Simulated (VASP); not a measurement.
Crystal: Al2Au.

```
CELL_PARAMETERS angstrom
0.00000 3.00000 3.00000
3.00000 0.00000 3.00000
3.00000 3.00000 0.00000
ATOMIC_POSITIONS crystal
Au 0.00000 0.00000 0.00000
Al 0.75000 0.75000 0.75000
Al 0.25000 0.25000 0.25000
```

Base run:

| Property | Result |
| --- | --- |
| Program | VASP 6.6.1 |
| Functional | PBE |
| Potentials or basis | VASP PAW PBE potentials, release 64 (Au, Al) |
| Cutoff | 520 eV |
| k mesh | 8 × 8 × 8 |
| Occupations | fermi-dirac, width 0.05 eV |
| Spin | no spin polarisation |

Its results: pressure 3.0 GPa.

**Question.** The run is repeated on the same cell with these changes: functional from PBE to r2SCAN. What comes out?

**Answer.** Pressure 0.1 GPa.

Caveats: the PAW data sets were made with another functional, which shifts forces and pressure a little (some runs).
